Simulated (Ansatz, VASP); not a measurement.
# Pb: VASP beside Ansatz

The input INCAR:

```
SYSTEM = Pb
PREC     = Accurate       ! precision mode
ENCUT    = 520            ! plane-wave cutoff, eV
EDIFF    = 1E-6           ! SCF threshold, eV
ISMEAR   = 0              ! smearing method
SIGMA    = 0.1            ! smearing width, eV
LREAL    = .FALSE.        ! projectors in reciprocal space
LASPH    = .TRUE.         ! aspherical terms in the spheres
NELM     = 80             ! most SCF steps
ALGO     = Normal         ! electronic algorithm
ISIF     = 2              ! what is computed and relaxed
LWAVE    = .FALSE.        ! write WAVECAR
LCHARG   = .FALSE.        ! write CHGCAR
GGA      = PE             ! functional
IVDW     = 12             ! dispersion correction
NBANDS   = 13             ! bands
```

File KPOINTS:

```
Automatic mesh
0
G
  14 14 14
  0 0 0
```

The input POSCAR:

```
Pb
1.0
    0.0000000000      2.4544938816      2.4544938816
    2.4544938816      0.0000000000      2.4544938816
    2.4544938816      2.4544938816      0.0000000000
Pb
1
Direct
    0.0000000000      0.0000000000      0.0000000000
```

Input for Ansatz:

```yaml
crystal:
  lattice:
    - [0.0, 2.4544938816, 2.4544938816]
    - [2.4544938816, 0.0, 2.4544938816]
    - [2.4544938816, 2.4544938816, 0.0]
  atoms:
    - { symbol: Pb, position: [0.0, 0.0, 0.0] }
basis:
  ecutwfc: 420
kpoints:
  mp_grid: { grid: [14, 14, 14] }
hamiltonian:
  xc: pbe
  dispersion: d3bj
scf:
  occupations: { method: gaussian, width: 0.1 }
output:
  forces: true
  stress: true
  eigenvalues: true
  write_density: true
  write_potential: true
  elf: true
  volumetric_format: npy
```

Alike in both runs: task single point; functional PBE; dispersion D3(BJ); k mesh 14 × 14 × 14; occupations gaussian, width 0.1 eV; no spin polarisation.

|  | VASP | Ansatz |
| --- | --- | --- |
| version | VASP 6.6.1 | Ansatz 0.2.0 |
| potentials or method | VASP PAW PBE potentials, release 64 (Pb_d), cutoff 520 eV | scalar-relativistic, plane waves, PAW |
| valence electrons in the cell | 14 | 14 |

```tsv
	VASP	Ansatz	Ansatz less VASP
gap on the k mesh at the Fermi level (eV)	none	none	-
pressure (GPa)	1.4	1.5	+0.07
```

A gap of «none» marks a metal or a gap that the smearing closes.

Neither program's run includes spin-orbit coupling.
